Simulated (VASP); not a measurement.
# BN (P6_3/mmc) in VASP: further runs

The runs below take BN through single point, with LDA.

Program: VASP 6.6.1. These are calculated values, not measurements. Logs are shortened: lines on timing, memory, paths and dates and some standing lists are left out, and cuts for length are marked.

## Step 1: The cell of the first run

The structure is hexagonal, space group P6_3/mmc (No. 194). Conventional cell: a = 2.458 Å, b = 2.458 Å, c = 5.171 Å, α = 90.00°, β = 90.00°, γ = 120.00°. B (site symmetry -6m2) has 3 N at 1.42 Å within 1.9 Å. N (site symmetry -6m2) has 3 B at 1.42 Å within 1.9 Å.

## Step 2: Single point, LDA

Input file INCAR:

```
PREC = Accurate
ENCUT = 520
EDIFF = 1E-7
ISMEAR = 0
SIGMA = 0.01
LREAL = F
LASPH = T
NELM = 100
ALGO = Normal
ISIF = 2
LWAVE = F
LCHARG = F
GGA = CA
NBANDS = 16
```

Input file KPOINTS:

```
regular mesh
0
Gamma
  12 12 4
```

Input file POSCAR:

```
BN
1.0
    2.4575131255      0.0000000000      0.0000000000
   -1.2287565627      2.1282687968      0.0000000000
    0.0000000000      0.0000000000      5.1709941107
B N
2 2
Direct
    0.3333333333      0.6666666667      0.2500000000
    0.6666666667      0.3333333333      0.7500000000
    0.3333333333      0.6666666667      0.7500000000
    0.6666666667      0.3333333333      0.2500000000
```

Potentials or basis: VASP PAW LDA potentials, release 64 (B, N).

Started as:

```bash
$ cat potpaw_LDA.64/B/POTCAR potpaw_LDA.64/N/POTCAR > POTCAR
$ mpirun -np 1 vasp_std > vasp.out
```

OUTCAR:

```text
PREC = Accurate
   ENCUT = 520
   EDIFF = 1E-7
   ISMEAR = 0
   LREAL = F
   LASPH = T
   NELM = 100
   ISIF = 2
   GGA = CA

 ion  position               nearest neighbor table
   1  0.333  0.667  0.250-   4 1.42   4 1.42   4 1.42
   2  0.667  0.333  0.750-   3 1.42   3 1.42   3 1.42
   3  0.333  0.667  0.750-   2 1.42   2 1.42   2 1.42
   4  0.667  0.333  0.250-   1 1.42   1 1.42   1 1.42

  LATTYP: Found a hexagonal cell.
 ALAT       =     2.4575131255
 C/A-ratio  =     2.1041572706

  Lattice vectors:

 A1 = (   2.4575131255,   0.0000000000,   0.0000000000)
 A2 = (  -1.2287565627,   2.1282687968,   0.0000000000)
 A3 = (   0.0000000000,   0.0000000000,   5.1709941107)

Analysis of symmetry for initial positions (statically):
=====================================================================
 Subroutine PRICEL returns:
 Original cell was already a primitive cell.

 Routine SETGRP: Setting up the symmetry group for a
 hexagonal supercell.

 Subroutine GETGRP returns: Found 24 space group operations
 (whereof 12 operations were pure point group operations)
 out of a pool of 24 trial point group operations.

The static configuration has the point symmetry D_3d.
 The point group associated with its full space group is D_6h.

Analysis of symmetry for dynamics (positions and initial velocities):
=====================================================================
 Subroutine PRICEL returns:
 Original cell was already a primitive cell.

 Routine SETGRP: Setting up the symmetry group for a
 hexagonal supercell.

 Subroutine GETGRP returns: Found 24 space group operations
 (whereof 12 operations were pure point group operations)
 out of a pool of 24 trial point group operations.

The dynamic configuration has the point symmetry D_3d.
 The point group associated with its full space group is D_6h.

 Subroutine INISYM returns: Found 24 space group operations
 (whereof 12 operations are pure point group operations),
 and found     1 'primitive' translations

----------------------------------------------------------------------------------------

                                     Primitive cell

  volume of cell :      27.0456

  direct lattice vectors                    reciprocal lattice vectors
     2.457513125  0.000000000  0.000000000     0.406915426  0.234932731  0.000000000
    -1.228756563  2.128268797  0.000000000     0.000000000  0.469865461  0.000000000
     0.000000000  0.000000000  5.170994111     0.000000000  0.000000000  0.193386412

  length of vectors
     2.457513125  2.457513125  5.170994111     0.469865461  0.469865461  0.193386412

  position of ions in fractional coordinates (direct lattice)
     0.333333333  0.666666667  0.250000000
     0.666666667  0.333333333  0.750000000
     0.333333333  0.666666667  0.750000000
     0.666666667  0.333333333  0.250000000

  ion indices of the primitive-cell ions
   primitive index   ion index
                 1           1
                 2           2
                 3           3
                 4           4

----------------------------------------------------------------------------------------

 KPOINTS: regular mesh

Automatic generation of k-mesh.
 Grid dimensions read from file:
 generate k-points for:   12   12    4

 Generating k-lattice:

  Cartesian coordinates                     Fractional coordinates (reciprocal lattice)
     0.033909619  0.019577728  0.000000000     0.083333333  0.000000000  0.000000000
     0.000000000  0.039155455  0.000000000     0.000000000  0.083333333  0.000000000
     0.000000000  0.000000000  0.048346603     0.000000000  0.000000000  0.250000000

  Length of vectors
     0.039155455  0.039155455  0.048346603

  Shift w.r.t. Gamma in fractional coordinates (k-lattice)
     0.000000000  0.000000000  0.000000000

 Subroutine IBZKPT returns following result:
 ===========================================

 Found     57 irreducible k-points:

 Following reciprocal coordinates:
            Coordinates               Weight
  0.000000  0.000000  0.000000      1.000000
  0.083333  0.000000  0.000000      6.000000
  0.166667 -0.000000  0.000000      6.000000
  0.250000  0.000000  0.000000      6.000000
  0.333333  0.000000  0.000000      6.000000
  0.416667  0.000000  0.000000      6.000000
[... 16 lines left out ...]
  0.250000  0.000000  0.250000     12.000000
  0.333333  0.000000  0.250000     12.000000
 [... further k-points ...]
   k-points           NKPTS =     57   k-points in BZ     NKDIM =     57   number of bands    NBANDS=     16
   number of dos      NEDOS =    301   number of ions     NIONS =      4
   total plane-waves  NPLWV =  12960
   dimension x,y,z NGX =    18 NGY =   18 NGZ =   40
   dimension x,y,z NGXF=    36 NGYF=   36 NGZF=   80
   ions per type =               2   2
   NGX,Y,Z   is equivalent  to a cutoff of  12.18, 12.18, 12.86 a.u.
   NGXF,Y,Z  is equivalent  to a cutoff of  24.35, 24.35, 25.72 a.u.
 SYSTEM =  unknown system
   PREC   = accura    normal or accurate (medium, high low for compatibility)
   ISTART =      0    job   : 0-new  1-cont  2-samecut
   ICHARG =      2    charge: 1-file 2-atom 10-const
   ISPIN  =      1    spin polarized calculation?
   LNONCOLLINEAR =      F non collinear calculations
   LSORBIT =      F    spin-orbit coupling
   LASPH  =      T    aspherical Exc in radial PAW
   ENCUT  =  520.0 eV  38.22 Ry    6.18 a.u.   4.57  4.57  9.61*2*pi/ulx,y,z
   NELM   =    100;   NELMIN=  2; NELMDL= -5     # of ELM steps
   EDIFF  = 0.1E-06   stopping-criterion for ELM
   LREAL  =      F    real-space projection
   EDIFFG = 0.1E-05   stopping-criterion for IOM
   NSW    =      0    number of steps for IOM
   IBRION =     -1    ionic relax: 0-MD 1-quasi-New 2-CG
   NFREE  =      0    steps in history (QN), initial steepest desc. (CG)
   ISIF   =      2    stress and relaxation
   ISYM   =      2    0-nonsym 1-usesym 2-fastsym
   POTIM  = 0.5000    time-step for ionic-motion
   TEBEG  =    0.0;   TEEND  =   0.0 temperature during run
   PSTRESS=    0.0 pullay stress
   NELECT =      16.0000    total number of electrons
   NUPDOWN=      -1.0000    fix difference up-down
   EMIN   =  10.00;   EMAX   =-10.00  energy-range for DOS
   EFERMI =   0.00;   METHOD = LEGACY
   ISMEAR =     0;   SIGMA  =   0.01  broadening in eV -4-tet -1-fermi 0-gaus
   EFERMI_NEDOS =   21; number of points for ismear=-14 and -15
   IALGO  =     38    algorithm
   IMIX   =      4    mixing-type and parameters
     AMIX     =   0.40;   BMIX     =  1.00
     AMIX_MAG =   1.60;   BMIX_MAG =  1.00
  volume/ion in A,a.u.               =       6.76        45.63
  Fermi-wavevector in a.u.,A,eV,Ry     =   1.374304  2.597057 25.697467  1.888711
  Thomas-Fermi vector in A             =   2.499742
   LORBIT       =      0    0 simple, 1 ext, 2 COOP (PROOUT), +10 PAW based schemes
   GGA     = CA    functional components
   LHFCALC =     F    Hartree Fock is set to
   AEXX    =    0.0000 exact exchange contribution
   IVDW    =     0    specifies the selected vdW correction
   LEPSILON=     F    determine dielectric tensor
   LRPA    =     F    only Hartree local field effects (RPA)
 non-spin polarized calculation
 Gauss-broadening in eV      SIGMA  =   0.01
  energy-cutoff  :      520.00
  volume of cell :       27.05
 maximum number of plane-waves:       744
   NGX =  9   NGY =  9   NGZ = 19

 number of electron      15.9999996 magnetization

 Free energy of the ion-electron system (eV)
  ---------------------------------------------------
  ext. energy  EPLUGINS =         0.00000000
  ---------------------------------------------------
  free energy    TOTEN  =       -38.20105516 eV

  energy without entropy =      -38.20105516  energy(sigma->0) =      -38.20105516

 E-fermi :   5.2843     XC(G=0): -12.1860

 val. band max:        5.2202931017   @ k =   0.2500   0.2500   0.0000
 cond. band min:       8.9068892609   @ k =   0.5000   0.0000   0.2500
 fundamental gap:      3.6865961592
 Fermi energy:         5.2843370893

 k-point     1 :       0.0000    0.0000    0.0000
  band No.  band energies     occupation
      1     -13.7653      2.00000
      2     -12.1877      2.00000
      3      -3.3505      2.00000
      4       2.7743      2.00000
      5       3.4335      2.00000
      6       3.4335      2.00000
[... 8 lines left out ...]
     15      18.2007      0.00000
     16      18.6310      0.00000

 k-point     2 :       0.0833    0.0000    0.0000
  band No.  band energies     occupation
      1     -13.6168      2.00000
      2     -12.0584      2.00000
      3      -3.1519      2.00000
      4       2.8484      2.00000
      5       2.9291      2.00000
      6       3.1427      2.00000
[... 8 lines left out ...]
     15      17.9083      0.00000
     16      19.0383      0.00000

 k-point     3 :       0.1667   -0.0000    0.0000
  band No.  band energies     occupation
      1     -13.1768      2.00000
      2     -11.6784      2.00000
      3      -2.5617      2.00000
      4       1.3589      2.00000
      5       1.8091      2.00000
      6       2.4450      2.00000
[... 8 lines left out ...]
     15      19.3901      0.00000
     16      20.0077      0.00000

 k-point     4 :       0.2500    0.0000    0.0000
  band No.  band energies     occupation
      1     -12.4672      2.00000
      2     -11.0789      2.00000
      3      -1.6012      2.00000
      4      -0.5388      2.00000
      5       0.0220      2.00000
      6       1.6486      2.00000
[... 8 lines left out ...]
     15      21.1847      0.00000
     16      21.7473      0.00000
[... 324 lines left out ...]
 k-point    22 :       0.1667   -0.0000    0.2500
  band No.  band energies     occupation
      1     -13.0003      2.00000
      2     -11.9559      2.00000
      3      -1.8393      2.00000
      4       1.4408      2.00000
      5       1.6028      2.00000
      6       2.3807      2.00000
[... 8 lines left out ...]
     15      19.2819      0.00000
     16      19.8008      0.00000

 k-point    23 :       0.2500    0.0000    0.2500
  band No.  band energies     occupation
      1     -12.3006      2.00000
      2     -11.3307      2.00000
      3      -1.0646      2.00000
      4      -0.2871      2.00000
      5      -0.1113      2.00000
      6       1.7099      2.00000
[... 8 lines left out ...]
     15      21.2484      0.00000
     16      21.6420      0.00000

 k-point    24 :       0.3333    0.0000    0.2500
  band No.  band energies     occupation
      1     -11.3924      2.00000
      2     -10.5529      2.00000
      3      -2.4028      2.00000
      4      -1.9340      2.00000
      5       0.4032      2.00000
      6       1.0363      2.00000
[... 8 lines left out ...]
     15      23.4333      0.00000
     16      23.9383      0.00000

 [... further k-points ...]
[... 5 lines left out ...]
  --------------------------------------------------------------------------------------
  -------------------------------------------------------------------------------------
  Total        3.8912418      3.8912418      3.7043480      0.0000000     -0.0000000      0.0000000
  in kB      230.5167203    230.5167203    219.4451528      0.0000000     -0.0000000      0.0000000
  external PRESSURE =     226.8261978 kB  Pullay stress =       0.0000000 kB

 VOLUME and BASIS-vectors are now :
 -----------------------------------------------------------------------------
  energy-cutoff  :      520.00
  volume of cell :       27.05
      direct lattice vectors                 reciprocal lattice vectors
     2.457513125  0.000000000  0.000000000     0.406915426  0.234932731  0.000000000
    -1.228756563  2.128268797  0.000000000     0.000000000  0.469865461  0.000000000
     0.000000000  0.000000000  5.170994111     0.000000000  0.000000000  0.193386412

 POSITION                                       TOTAL-FORCE (eV/Angst)
 -----------------------------------------------------------------------------------
     -0.00000      1.41885      1.29275        -0.000000      0.000000      0.000000
      1.22876      0.70942      3.87825         0.000000     -0.000000      0.000000
     -0.00000      1.41885      3.87825        -0.000000      0.000000      0.000000
      1.22876      0.70942      1.29275         0.000000      0.000000      0.000000
 -----------------------------------------------------------------------------------
    total drift:                               -0.000000      0.000000      0.000000

  FREE ENERGIE OF THE ION-ELECTRON SYSTEM (eV)
  ---------------------------------------------------
  free  energy   TOTEN  =       -38.2010551596 eV

  energy  without entropy=      -38.2010551596  energy(sigma->0) =      -38.20105516
```

Wall time 9 s (1 thread of Intel Xeon 6975P-C (Granite Rapids), shared host); peak memory 0.13 GiB.

Results:

- Free energy: -38.2011 eV
- Pressure: 22.7 GPa
- Band gap on the k mesh: 3.69 eV (least direct gap 4.20 eV)

Caveat: the cell stands under pressure. A k mesh can miss the band edges.

[end of part 1 of 2]
